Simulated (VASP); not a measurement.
# Al16H4C in VASP: single point with PBE+D3(BJ)

Aim: the single point of Al16H4C with PBE+D3(BJ).

All numbers are computed with VASP 6.6.1; they aren't measurements. Logs are shortened: lines on timing, memory, paths and dates and some standing lists are left out, and cuts for length are marked.

## 1. The cell of the first run

The cell holds a slab with vacuum, 21 atoms: a = 5.728 Å, b = 5.728 Å, c = 20.015 Å, α = 90.00°, β = 90.00°, γ = 60.00°.

## 2. Single point, PBE+D3(BJ)

File INCAR:

```
SYSTEM = Al16H4C
  ALGO = Normal
  EDIFF = 1E-7
  ENCUT = 520
  GGA = PE
  ISIF = 2
  ISMEAR = 0
  IVDW = 12
  LASPH = .True.
  LCHARG = .False.
  LREAL = Auto
  LWAVE = .False.
  NBANDS = 44
  NELM = 100
  PREC = Accurate
  SIGMA = 0.15
```

File KPOINTS:

```
k-points
0
Gamma
  4 4 1
  0 0 0
```

File POSCAR:

```
Al16H4C
1.0
    5.7275650000      0.0000000000      0.0000000000
    2.8637820000      4.9602170000      0.0000000000
    0.0000000000      0.0000000000     20.0148060000
Al C H
16 1 4
Direct
    0.0000000000      0.0000000000      0.0499630000
    0.5000000000      0.0000000000      0.0499630000
    0.0000000000      0.5000000000      0.0499630000
    0.5000000000      0.5000000000      0.0499630000
    0.1666513595      0.1666611141      0.1658973950
    0.6665198373      0.1666582402      0.1659140074
    0.1665676689      0.6667021826      0.1659144875
    0.6665143075      0.6667923386      0.1659115291
   -0.1668246202      0.3333920538      0.2775466877
    0.3330063040      0.3337163678      0.2773582985
   -0.1664846290      0.8331984169      0.2773677171
    0.3329872297      0.8332514783      0.2773553240
   -0.0003420939      0.0000567087      0.3936632083
    0.4997869771      0.0000734499      0.3925737764
   -0.0001802824      0.5000589336      0.3936773256
    0.4997220492      0.5001754058      0.3936619812
    0.4809578924      0.0067505556      0.5722956455
    0.3298405906     -0.0421617720      0.5541723658
    0.6803564002     -0.1443200850      0.5537894307
    0.4319567158      0.2062098570      0.5536917817
    0.4817584677      0.0072532986      0.6270333095
```

Potentials or basis: VASP PAW PBE potentials, release 64 (Al, C, H).

Command:

```console
> cat potpaw_PBE.64/Al/POTCAR potpaw_PBE.64/C/POTCAR potpaw_PBE.64/H/POTCAR > POTCAR
> mpirun -np 1 vasp_std > vasp.out
```

OUTCAR:

```text
SYSTEM = Al16H4C
   EDIFF = 1E-7
   ENCUT = 520
   GGA = PE
   ISIF = 2
   ISMEAR = 0
   IVDW = 12
   LASPH = .True.
   LREAL = Auto
   NELM = 100
   PREC = Accurate
 IVDW          = 12

 ion  position               nearest neighbor table
   1  0.000  0.000  0.050-   5 2.85   7 2.85   6 2.85   3 2.86   3 2.86   2 2.86   2 2.86   4 2.86
                             4 2.86
   2  0.500  0.000  0.050-   6 2.85   8 2.85   5 2.85   4 2.86   4 2.86   1 2.86   1 2.86   3 2.86
                             3 2.86
   3  0.000  0.500  0.050-   5 2.85   7 2.85   8 2.85   1 2.86   1 2.86   4 2.86   4 2.86   2 2.86
                             2 2.86
   4  0.500  0.500  0.050-   8 2.85   6 2.85   7 2.85   2 2.86   2 2.86   3 2.86   3 2.86   1 2.86
                             1 2.86
   5  0.167  0.167  0.166-  12 2.78  10 2.78   9 2.78   1 2.85   3 2.85   2 2.85   8 2.86   6 2.86
                             7 2.86   7 2.86   6 2.86   8 2.86
   6  0.667  0.167  0.166-  11 2.78  10 2.78   9 2.78   2 2.85   4 2.85   1 2.85   5 2.86   8 2.86
                             7 2.86   7 2.86   8 2.86   5 2.86
   7  0.167  0.667  0.166-  12 2.78  10 2.78  11 2.78   3 2.85   1 2.85   4 2.85   8 2.86   6 2.86
                             5 2.86   5 2.86   6 2.86   8 2.86
   8  0.667  0.667  0.166-  11 2.78  12 2.78   9 2.78   2 2.85   4 2.85   3 2.85   5 2.86   6 2.86
                             7 2.86   7 2.86   6 2.86   5 2.86
   9  0.833  0.333  0.278-   6 2.78   8 2.78   5 2.78  13 2.85  15 2.85  16 2.85  12 2.86  11 2.86
                            10 2.86  10 2.86  11 2.86  12 2.86
  10  0.333  0.334  0.277-   7 2.78   5 2.78   6 2.78  14 2.84  16 2.85  15 2.86  11 2.86  12 2.86
                             9 2.86   9 2.86  12 2.87  11 2.87
  11  0.834  0.833  0.277-   7 2.78   8 2.78   6 2.78  14 2.84  13 2.85  15 2.85  10 2.86  12 2.86
                             9 2.86   9 2.86  12 2.87  10 2.87
  12  0.333  0.833  0.277-   7 2.78   5 2.78   8 2.78  14 2.84  16 2.85  13 2.86  11 2.86  10 2.86
                             9 2.86   9 2.86  10 2.87  11 2.87
  13  1.000  0.000  0.394-   9 2.85  11 2.85  12 2.86  14 2.86  15 2.86  16 2.86  16 2.86  15 2.86
                            14 2.86
  14  0.500  0.000  0.393-  12 2.84  10 2.84  11 2.84  13 2.86  16 2.86  15 2.86  15 2.86  16 2.86
                            13 2.86
  15  1.000  0.500  0.394-   9 2.85  11 2.85  10 2.86  13 2.86  16 2.86  14 2.86  14 2.86  16 2.86
                            13 2.86
  16  0.500  0.500  0.394-   9 2.85  12 2.85  10 2.85  14 2.86  15 2.86  13 2.86  13 2.86  15 2.86
                            14 2.86
  17  0.481  0.007  0.572-  21 1.10  18 1.10  20 1.10  19 1.10
  18  0.330  0.958  0.554-  17 1.10
  19  0.680  0.856  0.554-  17 1.10
  20  0.432  0.206  0.554-  17 1.10
  21  0.482  0.007  0.627-  17 1.10

  LATTYP: Found a hexagonal cell.
 ALAT       =     5.7275649303
 C/A-ratio  =     3.4944703803

  Lattice vectors:

 A1 = (  -2.8637820000,  -4.9602170000,   0.0000000000)
 A2 = (   5.7275650000,   0.0000000000,   0.0000000000)
 A3 = (   0.0000000000,   0.0000000000,  20.0148060000)

[... 165 lines left out ...]
   EFERMI_NEDOS =   21; number of points for ismear=-14 and -15
   IALGO  =     38    algorithm
   IMIX   =      4    mixing-type and parameters
     AMIX     =   0.40;   BMIX     =  1.00
     AMIX_MAG =   1.60;   BMIX_MAG =  1.00
  volume/ion in A,a.u.               =      27.08       182.73
  Fermi-wavevector in a.u.,A,eV,Ry     =   0.756015  1.428660  7.776518  0.571558
  Thomas-Fermi vector in A             =   1.854039
   LORBIT       =      0    0 simple, 1 ext, 2 COOP (PROOUT), +10 PAW based schemes
   GGA     = PE    functional components
   LHFCALC =     F    Hartree Fock is set to
   AEXX    =    0.0000 exact exchange contribution
   IVDW    =    12    specifies the selected vdW correction
   LEPSILON=     F    determine dielectric tensor
   LRPA    =     F    only Hartree local field effects (RPA)
 non-spin polarized calculation
 Gauss-broadening in eV      SIGMA  =   0.15
  energy-cutoff  :      520.00
  volume of cell :      568.62
 maximum number of plane-waves:     15399
 NGX is ok and might be reduce to    48
   NGX = 21   NGY = 21   NGZ = 75

 number of electron      55.9999998 magnetization

 Free energy of the ion-electron system (eV)
  ---------------------------------------------------
  ext. energy  EPLUGINS =         0.00000000
  ---------------------------------------------------
  free energy    TOTEN  =       -81.03529128 eV

  energy without entropy =      -80.94217539  energy(sigma->0) =      -80.98873334

 E-fermi :   1.8775     XC(G=0):  -6.2046

 val. band max:        1.8220736590   @ k =   0.2500   0.0000   0.0000
 cond. band min:       1.8921342867   @ k =   0.0000   0.0000   0.0000
 fundamental gap:      0.0700606276
 Fermi energy:         1.8775180815

 k-point     1 :       0.0000    0.0000    0.0000
  band No.  band energies     occupation
      1     -11.3206      2.00000
      2      -8.9979      2.00000
      3      -7.8337      2.00000
      4      -6.2122      2.00000
      5      -3.9853      2.00000
      6      -3.6840      2.00000
[... 419 lines left out ...]
     39       4.8241      0.00000
     40       5.0005      0.00000
 [bands above 40 left out]

------------------------ aborting loop because EDIFF is reached ----------------------------------------

 Edisp (eV)   -4.29395

 E8    (eV) :    -1.9480

  FORCE on cell =-STRESS in cart. coord.  units (eV):
  Direction    XX          YY          ZZ          XY          YZ          ZX
  --------------------------------------------------------------------------------------
  -------------------------------------------------------------------------------------
  Total      -7.80240    -7.80193    -0.15208     0.00518    -0.00316     0.01300
  in kB     -21.98451   -21.98319    -0.42851     0.01458    -0.00891     0.03663
  external pressure =      -14.80 kB  Pullay stress =        0.00 kB

 VOLUME and BASIS-vectors are now :
 -----------------------------------------------------------------------------
  energy-cutoff  :      520.00
  volume of cell :      568.62
      direct lattice vectors                 reciprocal lattice vectors
     5.727565000  0.000000000  0.000000000     0.174594265 -0.100802024  0.000000000
     2.863782000  4.960217000  0.000000000     0.000000000  0.201604083  0.000000000
     0.000000000  0.000000000 20.014806000     0.000000000  0.000000000  0.049963012

 POSITION                                       TOTAL-FORCE (eV/Angst)
 -----------------------------------------------------------------------------------
      0.00000      0.00000      1.00000        -0.000117     -0.003021      0.006099
      2.86378      0.00000      1.00000        -0.001256      0.000427     -0.013428
      1.43189      2.48011      1.00000         0.002185      0.001470      0.006122
      4.29567      2.48011      1.00000        -0.003818      0.001939      0.006371
      1.43179      0.82668      3.32040        -0.000529      0.000217      0.003403
      4.29481      0.82666      3.32074         0.000588      0.000190      0.003062
[... 13 lines left out ...]
      3.06460      1.02285     11.08203         0.005371      0.019526     -0.003322
      2.78007      0.03598     12.54995        -0.000271      0.000121      0.029300
 -----------------------------------------------------------------------------------
    total drift:                                0.009598     -0.001966     -0.015852

  FREE ENERGIE OF THE ION-ELECTRON SYSTEM (eV)
  ---------------------------------------------------
  free  energy   TOTEN  =       -85.3292426088 eV

  energy  without entropy=      -85.2361267198  energy(sigma->0) =      -85.28268466
```

stdout:

```text
POSCAR found type information on POSCAR AlC H
 POSCAR found :  3 types and      21 ions
 scaLAPACK will be used
 LDA part: xc-table for (Slater+PW92), standard interpolation
 POSCAR, INCAR and KPOINTS ok, starting setup
 FFT: planning ... GRIDC
 FFT: planning ... GRID_SOFT
 FFT: planning ... GRID
 WAVECAR not read
 entering main loop
```

It took 16 min on 1 thread of AMD EPYC 7R13, shared host; peak memory 0.71 GiB.

What came out:

- Free energy: -85.3292 eV
- Largest force: 0.029 eV/Å
- Band gap on the k mesh: zero (bands 28 and 29 overlap by 0.73 eV)
- Dispersion energy per atom: -0.204 eV

Forces on the atoms (eV/Å):
```
Al   0.000 -0.003  0.006
Al  -0.001  0.000 -0.013
Al   0.002  0.001  0.006
Al  -0.004  0.002  0.006
Al  -0.001  0.000  0.003
Al   0.001  0.000  0.003
Al   0.000  0.000  0.001
Al   0.000 -0.001  0.003
Al   0.000  0.000 -0.001
Al   0.000 -0.001 -0.002
Al  -0.001  0.001 -0.001
Al   0.000  0.000 -0.002
Al   0.001  0.000 -0.003
Al   0.001  0.000  0.000
Al   0.000 -0.001 -0.003
Al   0.001 -0.001 -0.003
C    0.004  0.001 -0.020
H   -0.021 -0.005 -0.004
H    0.013 -0.015 -0.003
H    0.005  0.020 -0.003
H    0.000  0.000  0.029
```

Levels at points of the mesh, in eV from the Fermi level:
```csv
k point,band 24,band 25,band 26,band 27,band 28,band 29,band 30,band 31
"(0.00, 0.00, 0.00)",-2.53,-1.95,-1.95,-1.94,-0.28,0.01,0.01,0.03
"(0.50, 0.00, 0.00)",-0.83,-0.60,-0.60,0.32,0.32,0.53,0.54,0.96
"(0.50, 0.50, 0.00)",-0.83,-0.60,-0.60,0.32,0.32,0.53,0.54,0.96
"(0.00, 0.50, 0.00)",-0.83,-0.60,-0.60,0.32,0.32,0.53,0.54,0.96
```

Caveat: there is no dipole correction, which matters where the two faces differ.

The gap in the log of VASP goes by the Fermi energy; the results here count the filled bands.